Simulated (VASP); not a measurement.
# Al (P6_3/mmc) in VASP: further runs

Runs on Al. Level: PBEsol+D3(BJ). Tasks: single point.

Everything below comes from runs of VASP 6.6.1. Logs are shortened: lines on timing, memory, paths and dates and some standing lists are left out, and cuts for length are marked.

**1. The cell of the first run**

Symmetry: P6_3/mmc, No. 194, hexagonal system. Conventional cell: a = 2.742 Å, b = 2.742 Å, c = 4.745 Å, α = 90.00°, β = 90.00°, γ = 120.00°. Al (site symmetry -6m2) has 12 Al at 2.74 to 2.85 Å within 3.6 Å.

**2. Single point, PBEsol+D3(BJ) (strain -0.025 along x and y, -0.025 along z)**

The input, INCAR:

```
PREC = Accurate
ENCUT = 520
EDIFF = 1E-6
ISMEAR = 0
SIGMA = 0.15
LREAL = False
LASPH = True
NELM = 60
ALGO = Normal
ISIF = 2
LWAVE = False
LCHARG = False
GGA = PS
IVDW = 12
NBANDS = 10
```

The input, KPOINTS:

```
Automatic mesh
0
Gamma
  18 18 10
```

The input, POSCAR:

```
Al
1.0
    2.7421439677      0.0000000000      0.0000000000
   -1.3710719838      2.3747663369      0.0000000000
    0.0000000000      0.0000000000      4.7451787500
Al
2
Direct
    0.6666666667      0.3333333333      0.7500000000
    0.3333333333      0.6666666667      0.2500000000
```

Potentials or basis: VASP PAW PBE potentials, release 64 (Al).

Command:

```sh
$ cat potpaw_PBE.64/Al/POTCAR > POTCAR
$ mpirun -np 1 vasp_std > vasp.out
```

OUTCAR:

```text
PREC = Accurate
   ENCUT = 520
   EDIFF = 1E-6
   ISMEAR = 0
   LREAL = False
   LASPH = True
   NELM = 60
   ISIF = 2
   GGA = PS
   IVDW = 12
 IVDW          = 12

 ion  position               nearest neighbor table
   1  0.667  0.333  0.750-   2 2.85   2 2.85   2 2.85   2 2.85   2 2.85   2 2.85
   2  0.333  0.667  0.250-   1 2.85   1 2.85   1 2.85   1 2.85   1 2.85   1 2.85

  LATTYP: Found a hexagonal cell.
 ALAT       =     2.7421439677
 C/A-ratio  =     1.7304630267

  Lattice vectors:

 A1 = (   2.7421439677,   0.0000000000,   0.0000000000)
 A2 = (  -1.3710719838,   2.3747663369,   0.0000000000)
 A3 = (   0.0000000000,   0.0000000000,   4.7451787500)

Analysis of symmetry for initial positions (statically):
=====================================================================
 Subroutine PRICEL returns:
 Original cell was already a primitive cell.

 Routine SETGRP: Setting up the symmetry group for a
 hexagonal supercell.

 Subroutine GETGRP returns: Found 24 space group operations
 (whereof 12 operations were pure point group operations)
 out of a pool of 24 trial point group operations.

The static configuration has the point symmetry D_3d.
 The point group associated with its full space group is D_6h.

Analysis of symmetry for dynamics (positions and initial velocities):
=====================================================================
 Subroutine PRICEL returns:
 Original cell was already a primitive cell.

 Routine SETGRP: Setting up the symmetry group for a
 hexagonal supercell.

 Subroutine GETGRP returns: Found 24 space group operations
 (whereof 12 operations were pure point group operations)
 out of a pool of 24 trial point group operations.

The dynamic configuration has the point symmetry D_3d.
 The point group associated with its full space group is D_6h.

 Subroutine INISYM returns: Found 24 space group operations
 (whereof 12 operations are pure point group operations),
 and found     1 'primitive' translations

----------------------------------------------------------------------------------------

                                     Primitive cell

  volume of cell :      30.9004

  direct lattice vectors                    reciprocal lattice vectors
     2.742143968  0.000000000  0.000000000     0.364678154  0.210547030  0.000000000
    -1.371071984  2.374766337  0.000000000     0.000000000  0.421094061  0.000000000
     0.000000000  0.000000000  4.745178750     0.000000000  0.000000000  0.210740217

  length of vectors
     2.742143968  2.742143968  4.745178750     0.421094061  0.421094061  0.210740217

[... 88 lines left out ...]
   POTIM  = 0.5000    time-step for ionic-motion
   TEBEG  =    0.0;   TEEND  =   0.0 temperature during run
   PSTRESS=    0.0 pullay stress
   NELECT =       6.0000    total number of electrons
   NUPDOWN=      -1.0000    fix difference up-down
   EMIN   =  10.00;   EMAX   =-10.00  energy-range for DOS
   EFERMI =   0.00;   METHOD = LEGACY
   ISMEAR =     0;   SIGMA  =   0.15  broadening in eV -4-tet -1-fermi 0-gaus
   EFERMI_NEDOS =   21; number of points for ismear=-14 and -15
   IALGO  =     38    algorithm
   IMIX   =      4    mixing-type and parameters
     AMIX     =   0.40;   BMIX     =  1.00
     AMIX_MAG =   1.60;   BMIX_MAG =  1.00
  volume/ion in A,a.u.               =      15.45       104.26
  Fermi-wavevector in a.u.,A,eV,Ry     =   0.947991  1.791442 12.227367  0.898686
  Thomas-Fermi vector in A             =   2.076136
   LORBIT       =      0    0 simple, 1 ext, 2 COOP (PROOUT), +10 PAW based schemes
   GGA     = PS    functional components
   LHFCALC =     F    Hartree Fock is set to
   AEXX    =    0.0000 exact exchange contribution
   IVDW    =    12    specifies the selected vdW correction
   LEPSILON=     F    determine dielectric tensor
   LRPA    =     F    only Hartree local field effects (RPA)
 non-spin polarized calculation
 Gauss-broadening in eV      SIGMA  =   0.15
  energy-cutoff  :      520.00
  volume of cell :       30.90
 maximum number of plane-waves:       846
   NGX = 11   NGY = 11   NGZ = 17

 number of electron       6.0000000 magnetization

 Free energy of the ion-electron system (eV)
  ---------------------------------------------------
  ext. energy  EPLUGINS =         0.00000000
  ---------------------------------------------------
  free energy    TOTEN  =        -8.08430636 eV

  energy without entropy =       -8.07596576  energy(sigma->0) =       -8.08013606

 E-fermi :   8.6406     XC(G=0): -10.4985

 val. band max:        8.6348775062   @ k =   0.3889  -0.0000   0.1000
 cond. band min:       8.6662222136   @ k =   0.2778   0.2222   0.1000
 fundamental gap:      0.0313447074
 Fermi energy:         8.6406333134

 k-point     1 :       0.0000    0.0000    0.0000
  band No.  band energies     occupation
      1      -2.9450      2.00000
      2       3.4615      2.00000
      3       3.4868      2.00000
      4      20.1326      0.00000
      5      20.7411      0.00000
      6      20.7411      0.00000
      7      20.7465      0.00000
      8      20.7465      0.00000
      9      21.8540      0.00000
     10      24.1522      0.00000
[... 287 lines left out ...]
 k-point    24 :       0.3889    0.1111    0.0000
  band No.  band energies     occupation
      1       2.3611      2.00000
      2       5.0728      2.00000
      3       8.5002      1.81454
      4       8.6994      0.57964
      5      10.9510      0.00000
      6      11.3165      0.00000
      7      12.9647      0.00000
      8      18.1471      0.00000
      9      18.1910      0.00000
     10      20.2537      0.00000

 [... further k-points ...]

------------------------ aborting loop because EDIFF is reached ----------------------------------------

 Edisp (eV)   -0.67877

 E8    (eV) :    -0.4571

  FORCE on cell =-STRESS in cart. coord.  units (eV):
  Direction    XX          YY          ZZ          XY          YZ          ZX
  --------------------------------------------------------------------------------------
  -------------------------------------------------------------------------------------
  Total       0.56936     0.56936    -0.16489     0.00000    -0.00000     0.00000
  in kB      29.52126    29.52126    -8.54942     0.00000    -0.00000     0.00000
  external pressure =       16.83 kB  Pullay stress =        0.00 kB

 VOLUME and BASIS-vectors are now :
 -----------------------------------------------------------------------------
  energy-cutoff  :      520.00
  volume of cell :       30.90
      direct lattice vectors                 reciprocal lattice vectors
     2.742143968  0.000000000  0.000000000     0.364678154  0.210547030  0.000000000
    -1.371071984  2.374766337  0.000000000     0.000000000  0.421094061  0.000000000
     0.000000000  0.000000000  4.745178750     0.000000000  0.000000000  0.210740217

 POSITION                                       TOTAL-FORCE (eV/Angst)
 -----------------------------------------------------------------------------------
      1.37107      0.79159      3.55888        -0.000000     -0.000000      0.000000
     -0.00000      1.58318      1.18629         0.000000      0.000000      0.000000
 -----------------------------------------------------------------------------------
    total drift:                                0.000000     -0.000000     -0.000000

  FREE ENERGIE OF THE ION-ELECTRON SYSTEM (eV)
  ---------------------------------------------------
  free  energy   TOTEN  =        -8.7630807725 eV

  energy  without entropy=       -8.7547401696  energy(sigma->0) =       -8.75891047
```

OSZICAR:

```text
N       E                     dE             d eps       ncg     rms          rms(c)
DAV:   1    -0.743086364304E+00   -0.74309E+00   -0.24302E+03  4448   0.483E+02
DAV:   2    -0.798990514093E+01   -0.72468E+01   -0.69957E+01  5908   0.549E+01
DAV:   3    -0.814593983843E+01   -0.15603E+00   -0.15538E+00  5812   0.642E+00
DAV:   4    -0.814658496411E+01   -0.64513E-03   -0.64507E-03  5236   0.474E-01
DAV:   5    -0.814659029266E+01   -0.53286E-05   -0.53281E-05  5424   0.442E-02    0.214E+00
DAV:   6    -0.810919146654E+01    0.37399E-01   -0.40108E-03  5002   0.300E-01    0.121E+00
DAV:   7    -0.808449966678E+01    0.24692E-01   -0.99971E-03  4728   0.458E-01    0.210E-01
DAV:   8    -0.808430863413E+01    0.19103E-03   -0.16004E-04  6146   0.700E-02    0.355E-02
DAV:   9    -0.808430682957E+01    0.18046E-05   -0.14816E-06  5128   0.680E-03    0.271E-03
DAV:  10    -0.808430635880E+01    0.47077E-06   -0.81151E-08  2878   0.133E-03
   1 F= -.87630808E+01 E0= -.87589105E+01  d E =-.834060E-02
```

stdout:

```text
POSCAR found type information on POSCAR Al
 POSCAR found :  1 types and       2 ions
 scaLAPACK will be used
 -----------------------------------------------------------------------------
|                                                                             |
|                                                                             |
|     You enforced a specific xc type in the INCAR file but a different       |
|     I HOPE YOU KNOW WHAT YOU ARE DOING!                                     |
|                                                                             |
 -----------------------------------------------------------------------------

 LDA part: xc-table for (Slater+PW92), standard interpolation
 POSCAR, INCAR and KPOINTS ok, starting setup
 FFT: planning ... GRIDC
 FFT: planning ... GRID_SOFT
 FFT: planning ... GRID
 WAVECAR not read
 entering main loop
```

Wall time 19 s (1 thread of Intel Xeon 6975P-C, shared host); peak memory 0.19 GiB.

What came out:

* Free energy: -8.7631 eV
* Pressure: 1.7 GPa
* Band gap on the k mesh: zero (band 3 reaches 12.46 eV, above the bottom of band 4 at 5.49 eV)
* Dispersion energy per atom: -0.339 eV

Caveat: the cell differs from its parent crystal (strain -0.025 along x and y, -0.025 along z); the PAW data sets were made with another functional, which shifts forces and pressure a little; pairwise dispersion overbinds metals, which lowers pressure and volume.

**3. Single point, PBEsol+D3(BJ) (strain -0.050 along x and y, +0.050 along z)**

The input, INCAR:

```
ALGO     = Normal         # electronic algorithm
EDIFF    = 1E-6           # SCF threshold, eV
ENCUT    = 520            # plane-wave cutoff, eV
GGA      = PS             # functional
ISIF     = 2              # what is computed and relaxed
ISMEAR   = 0              # smearing method
IVDW     = 12             # dispersion correction
LASPH    = True           # aspherical terms in the spheres
LCHARG   = True           # write CHGCAR
LELF     = True           # ELF
LREAL    = False          # projectors in reciprocal space
LVHAR    = True         
LWAVE    = False          # write WAVECAR
NBANDS   = 10             # bands
NELM     = 60             # most SCF steps
PREC     = Accurate       # precision mode
SIGMA    = 0.15           # smearing width, eV
```

The input, KPOINTS:

```
k-points
0
Gamma
  18 18 10
```

The input, POSCAR:

```
Al
1.0
    2.6718325839      0.0000000000      0.0000000000
   -1.3359162919      2.3138748923      0.0000000000
    0.0000000000      0.0000000000      5.1101925000
Al
2
Direct
    0.6666666667      0.3333333333      0.7500000000
    0.3333333333      0.6666666667      0.2500000000
```

Potentials or basis: VASP PAW PBE potentials, release 64 (Al).

Command:

```sh
$ cat potpaw_PBE.64/Al/POTCAR > POTCAR
$ mpirun -np 1 vasp_std > vasp.out
```

Run time: 24 s. Hardware: 1 thread of Intel Xeon 6975P-C, shared host; peak memory 0.19 GiB.

The run converged. Its results:

```yaml
Free_energy: -8.6503 eV
Pressure: 2.3 GPa
Band_gap_on_the_k_mesh: zero (band 3 reaches 11.14 eV, above the bottom of band 4 at 5.55 eV)
Dispersion_energy_per_atom: -0.332 eV
```

Stress tensor (GPa, compression positive):
```
 7.01  0.00  0.00
 0.00  7.01  0.00
 0.00  0.00 -7.17
```

Levels at points of the mesh, in eV from the Fermi level:
```csv
k point,band 1,band 2,band 3,band 4,band 5,band 6,band 7,band 8
"(0.00, 0.00, 0.00)",-11.38,-6.25,-5.40,9.40,9.88,13.31,13.31,13.63
"(0.50, 0.00, 0.00)",-4.77,-4.62,-0.04,0.79,0.92,1.42,7.90,9.16
"(0.00, 0.00, 0.50)",-9.98,-9.98,0.86,0.86,13.99,13.99,13.99,13.99
"(0.50, 0.00, 0.50)",-3.78,-3.78,-2.79,-2.79,6.97,6.97,7.01,7.01
```

Caveat: the cell differs from its parent crystal (strain -0.050 along x and y, +0.050 along z); the PAW data sets were made with another functional, which shifts forces and pressure a little; pairwise dispersion overbinds metals, which lowers pressure and volume.

**4. Single point, PBEsol+D3(BJ) (strain +0.000 along x and y, -0.050 along z)**

The input, INCAR:

```
ALGO = Fast
EDIFF = 1E-7
ENCUT = 520
GGA = PS
ISIF = 2
ISMEAR = 0
IVDW = 12
LASPH = T
LCHARG = T
LELF = T
LREAL = F
LVHAR = T
LWAVE = F
NBANDS = 10
NELM = 60
PREC = Accurate
SIGMA = 0.15
```

KPOINTS is that of step 3.

The input, POSCAR:

```
Al
1.0
    2.8124553515      0.0000000000      0.0000000000
   -1.4062276757      2.4356577814      0.0000000000
    0.0000000000      0.0000000000      4.6235075000
Al
2
Direct
    0.6666666667      0.3333333333      0.7500000000
    0.3333333333      0.6666666667      0.2500000000
```

Command:

```sh
$ cat potpaw_PBE.64/Al/POTCAR > POTCAR
$ mpirun -np 1 vasp_std > vasp.out
```

It took 47 s on 1 thread of Intel Xeon 6975P-C, shared host; peak memory 0.19 GiB.

Results (log left out):

```
Free energy                : -8.7737 eV
Pressure                   : -0.8 GPa
Band gap on the k mesh     : zero (band 3 reaches 12.55 eV, above the bottom of band 4 at 5.13 eV)
Dispersion energy per atom : -0.331 eV
```

Stress tensor (GPa, compression positive):
```
-0.76  0.00  0.00
 0.00 -0.76  0.00
 0.00  0.00 -0.96
```

Levels at points of the mesh, in eV from the Fermi level:
| k point | band 1 | band 2 | band 3 | band 4 | band 5 | band 6 | band 7 |
| --- | --- | --- | --- | --- | --- | --- | --- |
| (0.00, 0.00, 0.00) | -11.42 | -4.79 | -4.52 | 11.01 | 11.01 | 11.28 | 11.28 |
| (0.50, 0.00, 0.00) | -5.40 | -5.27 | 0.60 | 1.15 | 1.43 | 1.82 | 5.86 |
| (0.00, 0.00, 0.50) | -9.70 | -9.70 | 3.39 | 3.39 | 12.14 | 12.14 | 12.14 |
| (0.50, 0.00, 0.50) | -4.04 | -4.04 | -3.25 | -3.25 | 7.33 | 7.33 | 7.66 |

Caveat: the cell differs from its parent crystal (strain +0.000 along x and y, -0.050 along z); the PAW data sets were made with another functional, which shifts forces and pressure a little; pairwise dispersion overbinds metals, which lowers pressure and volume.

**5. The runs side by side**

```csv
cell,gap on the mesh (eV),pressure (GPa)
"a = 2.742, b = 2.742, c = 4.745 Å, angles 90.0, 90.0, 120.0°, 2 atoms",none,1.7
"a = 2.672, b = 2.672, c = 5.110 Å, angles 90.0, 90.0, 120.0°, 2 atoms",none,2.3
"a = 2.812, b = 2.812, c = 4.624 Å, angles 90.0, 90.0, 120.0°, 2 atoms",none,-0.8
```

Alike in all rows: task single point; level PBEsol+D3(BJ); potentials or basis VASP PAW PBE potentials, release 64 (Al); no spin polarisation; k mesh 18 × 18 × 10; cutoff (eV) 520; smearing gaussian 0.15 eV.

Caveats: the PAW data sets were made with another functional, which shifts forces and pressure a little; pairwise dispersion overbinds metals, which lowers pressure and volume.

Total energies depend on the potentials used, so only differences within one code and one set of settings carry meaning.
